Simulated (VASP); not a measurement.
Set up this calculation in VASP 6.6.1, as the native input.

```
Task                   : single point
Functional             : PBE
Potentials or basis    : VASP PAW PBE potentials, release 64 (Mn_sv)
Cutoff                 : 680 eV
k mesh                 : 2 × 2 × 2
Occupations            : gaussian, width 0.012 eV
Spin                   : collinear spin, ferromagnetic start
Starting moments       : [0.76] μB
Dipole correction      : no
Further INCAR settings : ALGO = Normal; EDIFF = 1e-06; NBANDS = 18
```

The structure of Mn lies in POSCAR:

```
Mn
1.0
   -1.3281734554      1.5144556713      1.5657785010
    1.3370848772     -1.2438732457      1.3041074972
    1.3844115579      1.3001113482     -1.2951960755
Mn
1
Direct
    0.0000000000      0.0000000000      0.0000000000
```

One way to write it, as run:

INCAR

```
PREC = Accurate ; ENCUT = 680
EDIFF = 1E-6 ; ISMEAR = 0
SIGMA = 0.012 ; LREAL = F
LASPH = T ; NELM = 200
ALGO = Normal ; ISIF = 2
LWAVE = F ; LCHARG = F
ISPIN = 2 ; MAGMOM = 0.76
LORBIT = 11 ; LMAXMIX = 4
GGA = PE ; NBANDS = 18
GGA_COMPAT = F
```

KPOINTS

```
Automatic mesh
0
Gamma
  2 2 2
```

Potentials or basis: VASP PAW PBE potentials, release 64 (Mn_sv).

The run is started by

```bash
$ cat potpaw_PBE.64/Mn_sv/POTCAR > POTCAR
$ mpirun -np 1 vasp_std > vasp.out
```

Results of the run:

| Property | Result |
| --- | --- |
| Pressure | 28.1 GPa |
| Net moment | 2.50 μB per cell |
| Site moments | Mn +2.02 μB |
| Valence electrons inside the program's atomic spheres | Mn 13.12 |

Caveat: the k points lie up to 1.60 Å⁻¹ apart, too coarse for converged energies, forces and pressures.

It took 7.2 s on 1 thread of Intel(R) Xeon(R) Platinum 8259CL CPU @ 2.50GHz (Skylake/Cascade Lake), on a shared host, peak memory 0.13 GiB.
